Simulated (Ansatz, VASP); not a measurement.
## Two plane-wave programs on SnO2

File POSCAR:

```
SnO2
1.0
    4.8557851990      0.0000000000      0.0000000000
    0.0000000000      4.8557851990      0.0000000000
    0.0000000000      0.0000000000      3.1596563778
Sn O
2 4
Direct
    0.0000000000      0.0000000000      0.0000000000
    0.5000000000      0.5000000000      0.5000000000
    0.3062087924      0.3062087924      0.0000000000
    0.1937912076      0.8062087924      0.5000000000
    0.8062087924      0.1937912076      0.5000000000
    0.6937912076      0.6937912076      0.0000000000
```

The input INCAR.step1:

```
ALGO     = Normal         # electronic algorithm
EDIFF    = 1E-4           # SCF threshold, eV
ENCUT    = 520            # plane-wave cutoff, eV
GGA      = PE             # functional
ISMEAR   = 0              # smearing method
LASPH    = True           # aspherical terms in the spheres
LCHARG   = False          # write CHGCAR
LREAL    = False          # projectors in reciprocal space
LWAVE    = True           # write WAVECAR
NBANDS   = 35             # bands
NELM     = 60             # most SCF steps
PREC     = Accurate       # precision mode
SIGMA    = 0.01           # smearing width, eV
```

File INCAR.step2:

```
ALGO     = Normal         # electronic algorithm
EDIFF    = 1E-6           # SCF threshold, eV
ENCUT    = 520            # plane-wave cutoff, eV
ISIF     = 2              # what is computed and relaxed
ISMEAR   = 0              # smearing method
ISTART   = 1            
LASPH    = True           # aspherical terms in the spheres
LCHARG   = True           # write CHGCAR
LELF     = True           # ELF
LMIXTAU  = True         
LREAL    = False          # projectors in reciprocal space
LVHAR    = True         
LWAVE    = False          # write WAVECAR
METAGGA  = R2SCAN         # meta-GGA
NBANDS   = 35             # bands
NELM     = 60             # most SCF steps
PREC     = Accurate       # precision mode
SIGMA    = 0.01           # smearing width, eV
```

The input KPOINTS:

```
k-points
0
Gamma
  6 6 8
```

Input for Ansatz:

```yaml
crystal:
  lattice:
    - [4.855785199, 0.0, 0.0]
    - [0.0, 4.855785199, 0.0]
    - [0.0, 0.0, 3.1596563778]
  atoms:
    - { symbol: Sn, position: [0.0, 0.0, 0.0] }
    - { symbol: Sn, position: [0.5, 0.5, 0.5] }
    - { symbol: O, position: [0.3062087924, 0.3062087924, 0.0] }
    - { symbol: O, position: [0.1937912076, 0.8062087924, 0.5] }
    - { symbol: O, position: [0.8062087924, 0.1937912076, 0.5] }
    - { symbol: O, position: [0.6937912076, 0.6937912076, 0.0] }
kpoints:
  mp_grid: { grid: [6, 6, 8] }
  band_path:
    path:
      - [0.0, 0.0, 0.0]
      - [0.0, 0.5, 0.0]
      - [0.5, 0.5, 0.0]
      - [0.0, 0.0, 0.5]
      - [0.0, 0.5, 0.5]
      - [0.5, 0.5, 0.5]
    npoints: 1
hamiltonian:
  xc: r2scan
scf:
  occupations: { method: fixed }
  n_extra_bands: 5
output:
  forces: true
  stress: true
  eigenvalues: true
  write_density: true
  write_potential: true
  elf: true
  volumetric_format: npy
```

Change from the starting cell: epitaxial_xy strain +2.0%.

Alike in both runs: task single point; functional r2SCAN; k mesh 6 × 6 × 8; no spin polarisation.

|  | VASP | Ansatz |
| --- | --- | --- |
| version | VASP 6.6.1 | Ansatz 0.2.0 |
| potentials or method | VASP PAW PBE potentials, release 64 (Sn_d, O) | plane waves, PAW |
| plane-wave cutoff (eV) | 520 | 500 |
| occupations | gaussian, width 0.01 eV | fixed |
| valence electrons in the cell | 52 | 52 |

```tsv
	VASP	Ansatz	Ansatz less VASP
gap on the k mesh at the Fermi level (eV)	1.60	1.58	-0.021
pressure (GPa)	-3.0	-4.0	-1.00
traceless stress, the component that is largest in VASP (GPa)	4.46	4.00	-0.455
rms of the force components (eV/Å)	0.022	0.000	-0.0215
```

VASP's potentials were made for PBE, not for r2SCAN. Atom by atom the forces differ by 0.021 eV/Å (rms over components).
